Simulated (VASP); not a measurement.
# Cu in VASP: further runs

Cu is run at these levels: LDA; tasks: single point, relaxation of the atoms.

All numbers are computed with VASP 6.6.1; they aren't measurements. Logs are shortened: lines on timing, memory, paths and dates and some standing lists are left out, and cuts for length are marked.

### Step 1. The cell of the first run

The cell holds a slab with vacuum, 4 atoms: a = 2.487 Å, b = 2.487 Å, c = 21.277 Å, α = 90.00°, β = 90.00°, γ = 90.00°.

### Step 2. Single point, LDA

INCAR

```
SYSTEM = Cu
ALGO = Normal
DIPOL = 0.5 0.5 0.500
EDIFF = 1E-6
ENCUT = 520
IDIPOL = 3
ISIF = 2
ISMEAR = -1
LASPH = .TRUE.
LCHARG = .FALSE.
LDIPOL = .TRUE.
LREAL = .FALSE.
LWAVE = .FALSE.
NBANDS = 30
NELM = 100
PREC = Accurate
SIGMA = 0.08
```

KPOINTS

```
k-points
0
G
  15 15 1
  0 0 0
```

POSCAR

```
Cu
1.0
    2.4874897871      0.0000000000      0.0000000000
    0.0000000000      2.4874897871      0.0000000000
    0.0000000000      0.0000000000     21.2768000000
Cu
4
Direct
    0.2500000000      0.2500000000      0.3759972672
    0.7500000000      0.7500000000      0.4586657554
    0.2500000000      0.2500000000      0.5413342441
    0.7500000000      0.7500000000      0.6240027328
```

Potentials or basis: VASP PAW LDA potentials, release 64 (Cu).

Launch:

```bash
> cat potpaw_LDA.64/Cu/POTCAR > POTCAR
> mpirun -np 1 vasp_std > vasp.out
```

OUTCAR:

```text
SYSTEM = Cu
   EDIFF = 1E-6
   ENCUT = 520
   ISIF = 2
   ISMEAR = -1
   LASPH = .TRUE.
   LREAL = .FALSE.
   NELM = 100
   PREC = Accurate

 ion  position               nearest neighbor table
   1  0.250  0.250  0.376-   2 2.49   2 2.49   2 2.49   2 2.49
   2  0.750  0.750  0.459-   1 2.49   1 2.49   1 2.49   1 2.49   3 2.49   3 2.49   3 2.49   3 2.49

   3  0.250  0.250  0.541-   2 2.49   4 2.49   2 2.49   4 2.49   2 2.49   4 2.49   2 2.49   4 2.49

   4  0.750  0.750  0.624-   3 2.49   3 2.49   3 2.49   3 2.49

  LATTYP: Found a simple tetragonal cell.
 ALAT       =     2.4874897871
 C/A-ratio  =     8.5535225553

  Lattice vectors:

 A1 = (   2.4874897871,   0.0000000000,   0.0000000000)
 A2 = (   0.0000000000,   2.4874897871,   0.0000000000)
 A3 = (   0.0000000000,   0.0000000000,  21.2768000000)

Analysis of symmetry for initial positions (statically):
=====================================================================
 Subroutine PRICEL returns:
 Original cell was already a primitive cell.

 Routine SETGRP: Setting up the symmetry group for a
 simple tetragonal supercell.

 Subroutine GETGRP returns: Found 16 space group operations
 (whereof  4 operations were pure point group operations)
 out of a pool of 16 trial point group operations.

The static configuration has the point symmetry C_2h.
 The point group associated with its full space group is D_4h.

Analysis of symmetry for dynamics (positions and initial velocities):
=====================================================================
 Subroutine PRICEL returns:
 Original cell was already a primitive cell.

 Routine SETGRP: Setting up the symmetry group for a
 simple tetragonal supercell.

 Subroutine GETGRP returns: Found 16 space group operations
 (whereof  4 operations were pure point group operations)
 out of a pool of 16 trial point group operations.

The dynamic configuration has the point symmetry C_2h.
 The point group associated with its full space group is D_4h.

 Subroutine INISYM returns: Found 16 space group operations
 (whereof  4 operations are pure point group operations),
 and found     1 'primitive' translations

----------------------------------------------------------------------------------------

                                     Primitive cell

  volume of cell :     131.6524

  direct lattice vectors                    reciprocal lattice vectors
     2.487489787  0.000000000  0.000000000     0.402011701  0.000000000  0.000000000
     0.000000000  2.487489787  0.000000000     0.000000000  0.402011701  0.000000000
     0.000000000  0.000000000 21.276800000     0.000000000  0.000000000  0.046999549

  length of vectors
     2.487489787  2.487489787 21.276800000     0.402011701  0.402011701  0.046999549

  position of ions in fractional coordinates (direct lattice)
     0.250000000  0.250000000  0.375997267
     0.750000000  0.750000000  0.458665755
     0.250000000  0.250000000  0.541334244
     0.750000000  0.750000000  0.624002733

  ion indices of the primitive-cell ions
   primitive index   ion index
                 1           1
                 2           2
                 3           3
                 4           4

----------------------------------------------------------------------------------------

 KPOINTS: k-points

Automatic generation of k-mesh.
 Grid dimensions read from file:
 generate k-points for:   15   15    1

 Generating k-lattice:

  Cartesian coordinates                     Fractional coordinates (reciprocal lattice)
     0.026800780  0.000000000  0.000000000     0.066666667  0.000000000  0.000000000
     0.000000000  0.026800780  0.000000000     0.000000000  0.066666667  0.000000000
     0.000000000  0.000000000  0.046999549     0.000000000  0.000000000  1.000000000

  Length of vectors
     0.026800780  0.026800780  0.046999549

  Shift w.r.t. Gamma in fractional coordinates (k-lattice)
     0.000000000  0.000000000  0.000000000

 Subroutine IBZKPT returns following result:
 ===========================================

 Found     36 irreducible k-points:

 Following reciprocal coordinates:
            Coordinates               Weight
  0.000000  0.000000  0.000000      1.000000
  0.066667  0.000000  0.000000      4.000000
  0.133333  0.000000  0.000000      4.000000
  0.200000  0.000000  0.000000      4.000000
  0.266667  0.000000  0.000000      4.000000
  0.333333  0.000000  0.000000      4.000000
[... 16 lines left out ...]
  0.266667  0.200000  0.000000      8.000000
  0.333333  0.200000  0.000000      8.000000
 [... further k-points ...]
   k-points           NKPTS =     36   k-points in BZ     NKDIM =     36   number of bands    NBANDS=     30
   number of dos      NEDOS =    301   number of ions     NIONS =      4
   total plane-waves  NPLWV =  64000
   dimension x,y,z NGX =    20 NGY =   20 NGZ =  160
   dimension x,y,z NGXF=    40 NGYF=   40 NGZF=  320
   ions per type =               4
   NGX,Y,Z   is equivalent  to a cutoff of  13.37, 13.37, 12.50 a.u.
   NGXF,Y,Z  is equivalent  to a cutoff of  26.73, 26.73, 25.00 a.u.
 SYSTEM =  Cu
   PREC   = accura    normal or accurate (medium, high low for compatibility)
   ISTART =      0    job   : 0-new  1-cont  2-samecut
   ICHARG =      2    charge: 1-file 2-atom 10-const
   ISPIN  =      1    spin polarized calculation?
   LNONCOLLINEAR =      F non collinear calculations
   LSORBIT =      F    spin-orbit coupling
   LASPH  =      T    aspherical Exc in radial PAW
   ENCUT  =  520.0 eV  38.22 Ry    6.18 a.u.   4.63  4.63 39.56*2*pi/ulx,y,z
   NELM   =    100;   NELMIN=  2; NELMDL= -5     # of ELM steps
   EDIFF  = 0.1E-05   stopping-criterion for ELM
   LREAL  =      F    real-space projection
   EDIFFG = 0.1E-04   stopping-criterion for IOM
   NSW    =      0    number of steps for IOM
   IBRION =     -1    ionic relax: 0-MD 1-quasi-New 2-CG
   NFREE  =      0    steps in history (QN), initial steepest desc. (CG)
   ISIF   =      2    stress and relaxation
   ISYM   =      2    0-nonsym 1-usesym 2-fastsym
   POTIM  = 0.5000    time-step for ionic-motion
   TEBEG  =    0.0;   TEEND  =   0.0 temperature during run
   PSTRESS=    0.0 pullay stress
   NELECT =      44.0000    total number of electrons
   NUPDOWN=      -1.0000    fix difference up-down
   EMIN   =  10.00;   EMAX   =-10.00  energy-range for DOS
   EFERMI =   0.00;   METHOD = LEGACY
   ISMEAR =    -1;   SIGMA  =   0.08  broadening in eV -4-tet -1-fermi 0-gaus
   EFERMI_NEDOS =   21; number of points for ismear=-14 and -15
   IALGO  =     38    algorithm
   IMIX   =      4    mixing-type and parameters
     AMIX     =   0.40;   BMIX     =  1.00
     AMIX_MAG =   1.60;   BMIX_MAG =  1.00
  volume/ion in A,a.u.               =      32.91       222.11
  Fermi-wavevector in a.u.,A,eV,Ry     =   1.136099  2.146915 17.561317  1.290720
  Thomas-Fermi vector in A             =   2.272804
   LORBIT       =      0    0 simple, 1 ext, 2 COOP (PROOUT), +10 PAW based schemes
   GGA     = CA    functional components
   LHFCALC =     F    Hartree Fock is set to
   AEXX    =    0.0000 exact exchange contribution
   IVDW    =     0    specifies the selected vdW correction
   LEPSILON=     F    determine dielectric tensor
   LRPA    =     F    only Hartree local field effects (RPA)
 non-spin polarized calculation
  energy-cutoff  :      520.00
  volume of cell :      131.65
 maximum number of plane-waves:      3597
 NGX is ok and might be reduce to    20
   NGX =  9   NGY =  9   NGZ = 79

 number of electron      44.0000049 magnetization

 dipolmoment           0.000000      0.000000      0.000000 electrons x Angstroem

 Free energy of the ion-electron system (eV)
  ---------------------------------------------------
  ext. energy  EPLUGINS =         0.00000000
  ---------------------------------------------------
  free energy    TOTEN  =       -17.30891508 eV

  energy without entropy =      -17.28479113  energy(sigma->0) =      -17.29685310

 E-fermi :  -0.4489     XC(G=0):  -5.5136

 val. band max:       -0.6269210899   @ k =   0.4667   0.2000   0.0000
 cond. band min:      -0.4164704328   @ k =   0.2667   0.2000   0.0000
 fundamental gap:      0.2104506571
 Fermi energy:        -0.4489312586

 k-point     1 :       0.0000    0.0000    0.0000
  band No.  band energies     occupation
      1      -9.8095      2.00000
      2      -8.0234      2.00000
      3      -6.0254      2.00000
      4      -5.6882      2.00000
      5      -5.1877      2.00000
      6      -4.6129      2.00000
[... 22 lines left out ...]
     29       6.2757      0.00000
     30       8.1979      0.00000

 k-point     2 :       0.0667    0.0000    0.0000
  band No.  band energies     occupation
      1      -9.6974      2.00000
      2      -7.9205      2.00000
      3      -5.9396      2.00000
      4      -5.6254      2.00000
      5      -5.1568      2.00000
      6      -4.5910      2.00000
[... 22 lines left out ...]
     29       6.3736      0.00000
     30       8.3068      0.00000

 k-point     3 :       0.1333    0.0000    0.0000
  band No.  band energies     occupation
      1      -9.3660      2.00000
      2      -7.6222      2.00000
      3      -5.7076      2.00000
      4      -5.4523      2.00000
      5      -5.0650      2.00000
      6      -4.5179      2.00000
[... 22 lines left out ...]
     29       6.6662      0.00000
     30       8.6330      0.00000

 k-point     4 :       0.2000    0.0000    0.0000
  band No.  band energies     occupation
      1      -8.8314      2.00000
      2      -7.1655      2.00000
      3      -5.4244      2.00000
      4      -5.2163      2.00000
      5      -4.9139      2.00000
      6      -4.3564      2.00000
[... 616 lines left out ...]
     29       8.0358      0.00000
     30       8.2867      0.00000

 k-point    23 :       0.2667    0.2000    0.0000
  band No.  band energies     occupation
      1      -7.2706      2.00000
      2      -5.8924      2.00000
      3      -4.7804      2.00000
      4      -4.7474      2.00000
      5      -4.4750      2.00000
      6      -4.3490      2.00000
[... 22 lines left out ...]
     29       8.1491      0.00000
     30       8.3110      0.00000

 k-point    24 :       0.3333    0.2000    0.0000
  band No.  band energies     occupation
      1      -6.5709      2.00000
      2      -5.5234      2.00000
      3      -4.8728      2.00000
      4      -4.7084      2.00000
      5      -4.4317      2.00000
      6      -4.2715      2.00000
[... 22 lines left out ...]
     29       7.9443      0.00000
     30       8.5064      0.00000

 [... further k-points ...]

------------------------ aborting loop because EDIFF is reached ----------------------------------------

 vacuum level on the upper side and lower side of the slab       (xc-potential included)        -0.365        -0.365

  FORCE on cell =-STRESS in cart. coord.  units (eV):
  Direction    XX          YY          ZZ          XY          YZ          ZX
  --------------------------------------------------------------------------------------
  -------------------------------------------------------------------------------------
  Total       -1.9201840     -1.9201840     -0.5351575     -0.0000000      0.0000000      0.0000000
  in kB      -23.3681593    -23.3681593     -6.5127331     -0.0000000      0.0000000      0.0000000
  external PRESSURE =     -17.7496839 kB  Pullay stress =       0.0000000 kB

 VOLUME and BASIS-vectors are now :
 -----------------------------------------------------------------------------
  energy-cutoff  :      520.00
  volume of cell :      131.65
      direct lattice vectors                 reciprocal lattice vectors
     2.487489787  0.000000000  0.000000000     0.402011701  0.000000000  0.000000000
     0.000000000  2.487489787  0.000000000     0.000000000  0.402011701  0.000000000
     0.000000000  0.000000000 21.276800000     0.000000000  0.000000000  0.046999549

 POSITION                                       TOTAL-FORCE (eV/Angst)
 -----------------------------------------------------------------------------------
      0.62187      0.62187      8.00002        -0.000000     -0.000000      0.189150
      1.86562      1.86562      9.75894         0.000000      0.000000     -0.269640
      0.62187      0.62187     11.51786        -0.000000      0.000000      0.269640
      1.86562      1.86562     13.27678         0.000000     -0.000000     -0.189150
 -----------------------------------------------------------------------------------
    total drift:                               -0.000000     -0.000000      0.000009

  FREE ENERGIE OF THE ION-ELECTRON SYSTEM (eV)
  ---------------------------------------------------
  free  energy   TOTEN  =       -17.3089150760 eV

  energy  without entropy=      -17.2847911328  energy(sigma->0) =      -17.29685310

 vacuum level on the upper side and lower side of the slab         4.184         4.184
```

Run time: 4 min. Hardware: 1 thread of Intel Xeon 8259CL, shared host; peak memory 0.25 GiB.

What came out:

| Quantity | Value |
| --- | --- |
| Free energy | -17.3089 eV |
| Largest force | 0.270 eV/Å |
| Band gap on the k mesh | zero (bands 22 and 23 overlap by 4.22 eV) |

Forces in eV/Å, atoms in the order of the input:
```
Cu   0.000  0.000  0.189
Cu   0.000  0.000 -0.270
Cu   0.000  0.000  0.270
Cu   0.000  0.000 -0.189
```

### Step 3. Single point, LDA

INCAR: that of step 2 with these lines changed.

```diff
@@ -3,4 +3,5 @@
 DIPOL = 0.5 0.5 0.500
-EDIFF = 1E-6
+EDIFF = 1E-7
 ENCUT = 520
+GGA = CA
 IDIPOL = 3
@@ -14,3 +15,3 @@
 NBANDS = 30
-NELM = 100
+NELM = 60
 PREC = Accurate
```

KPOINTS is that of step 2.

POSCAR

```
Cu
1.0
    2.4874897871      0.0000000000      0.0000000000
    0.0000000000      2.4874897871      0.0000000000
    0.0000000000      0.0000000000     21.2768000000
Cu
4
Direct
    0.2500000000      0.2500000000      0.3779490877
    0.7500000000      0.7500000000      0.4582979167
    0.2500000000      0.2500000000      0.5417020739
    0.7500000000      0.7500000000      0.6220509211
```

Potentials or basis: VASP PAW LDA potentials, release 64 (Cu).

Launch:

```bash
> cat potpaw_LDA.64/Cu/POTCAR > POTCAR
> mpirun -np 1 vasp_std > vasp.out
```

It took 4.2 min on 1 thread of Intel Xeon 8259CL, shared host; peak memory 0.26 GiB.

Results (log left out):

```yaml
Free_energy: -17.3175 eV
Largest_force: 0.040 eV/Å
Band_gap_on_the_k_mesh: zero (bands 22 and 23 overlap by 4.17 eV)
```

Forces on the atoms (eV/Å):
```
Cu   0.000  0.000 -0.040
Cu   0.000  0.000  0.004
Cu   0.000  0.000 -0.004
Cu   0.000  0.000  0.040
```

Levels at points of the mesh, in eV from the Fermi level:
| k point | band 18 | band 19 | band 20 | band 21 | band 22 | band 23 | band 24 | band 25 | band 26 | band 27 |
| --- | --- | --- | --- | --- | --- | --- | --- | --- | --- | --- |
| (0.00, 0.00, 0.00) | -1.90 | -1.90 | -1.64 | -1.61 | -1.61 | -1.61 | -0.55 | 1.11 | 4.72 | 4.74 |

### Step 4. Single point, LDA

INCAR

```
PREC = Accurate
ENCUT = 520
EDIFF = 1E-7
ISMEAR = -1
SIGMA = 0.08
LREAL = False
LASPH = True
NELM = 60
ALGO = Normal
ISIF = 2
LWAVE = False
LCHARG = False
LDIPOL = True
IDIPOL = 3
DIPOL = 0.5 0.5 0.500
NBANDS = 30
```

KPOINTS

```
regular mesh
0
Gamma
  15 15 1
```

POSCAR: that of step 3 with these lines changed.

```diff
@@ -10,3 +10,3 @@
     0.7500000000      0.7500000000      0.4582979167
-    0.2500000000      0.2500000000      0.5417020739
+    0.2500000000      0.2500000000      0.5417020740
     0.7500000000      0.7500000000      0.6220509211
```

Launch:

```bash
> cat potpaw_LDA.64/Cu/POTCAR > POTCAR
> mpirun -np 1 vasp_std > vasp.out
```

Wall time 4.7 min (1 thread of Intel Xeon 8259CL, shared host); peak memory 0.26 GiB.

The run converged. Its results:

| Property | Result |
| --- | --- |
| Free energy | -17.3175 eV |
| Largest force | 0.040 eV/Å |
| Band gap on the k mesh | zero (bands 22 and 23 overlap by 4.17 eV) |

Forces in eV/Å, atoms in the order of the input:
```
Cu   0.000  0.000 -0.040
Cu   0.000  0.000  0.004
Cu   0.000  0.000 -0.004
Cu   0.000  0.000  0.040
```

Levels at points of the mesh, in eV from the Fermi level:
```tsv
k point	band 18	band 19	band 20	band 21	band 22	band 23	band 24	band 25	band 26	band 27
(0.00, 0.00, 0.00)	-1.90	-1.90	-1.64	-1.61	-1.61	-1.61	-0.55	1.11	4.72	4.74
```

(Continued in part 2 of 2.)
